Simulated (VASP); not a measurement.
A run of VASP 6.6.1:

File INCAR:

```
SYSTEM = VTe2Se5
ALGO = Normal ; EDIFF = 1E-6
ENCUT = 520 ; GGA = PE
ISIF = 2 ; ISMEAR = 0
ISPIN = 2 ; LASPH = .True.
LCHARG = .False. ; LMAXMIX = 4
LORBIT = 11 ; LREAL = Auto
LWAVE = .False. ; MAGMOM = 2 2 0 0 0 0 0 0 0 0 0 0 0 0 0 0
NBANDS = 73 ; NELM = 150
PREC = Accurate ; SIGMA = 0.15
```

KPOINTS

```
k-points
0
Gamma
  3 3 1
  0 0 0
```

Contents of POSCAR:

```
VTe2Se5
1.0
    2.6260314868     -7.2820829228      0.0000000000
    2.6260314868      7.2820829228      0.0000000000
    0.0000000000      0.0000000000     12.0876038610
V Te Se
2 4 10
Direct
    0.8180474583      0.1819525417      0.7500000000
    0.1819525417      0.8180474583      0.2500000000
    0.1351645799      0.8648354201      0.8871131253
    0.1351645799      0.8648354201      0.6128868747
    0.8648354201      0.1351645799      0.1128868747
    0.8648354201      0.1351645799      0.3871131253
    0.9316678344      0.0683321656      0.8888282722
    0.6957607576      0.3042392424      0.9001531747
    0.9316678344      0.0683321656      0.6111717278
    0.6957607576      0.3042392424      0.5998468253
    0.0683321656      0.9316678344      0.1111717278
    0.3042392424      0.6957607576      0.0998468253
    0.0683321656      0.9316678344      0.3888282722
    0.3042392424      0.6957607576      0.4001531747
    0.2925925737      0.7074074263      0.7500000000
    0.7074074263      0.2925925737      0.2500000000
```

Potentials or basis: VASP PAW PBE potentials, release 64 (V_sv, Te, Se).

Command:

```sh
$ cat potpaw_PBE.64/V_sv/POTCAR potpaw_PBE.64/Te/POTCAR potpaw_PBE.64/Se/POTCAR > POTCAR
$ mpirun -np 1 vasp_std > vasp.out
```

Hardware: 1 thread of AMD EPYC 7R13 Processor (Zen 3) (shared host).

Task: How long does it take, and how much memory?

Result: It took 12 min on 1 thread of AMD EPYC 7R13 Processor (Zen 3) (shared host), peak memory 0.96 GiB. Counts: scf iterations 23, k points 4.
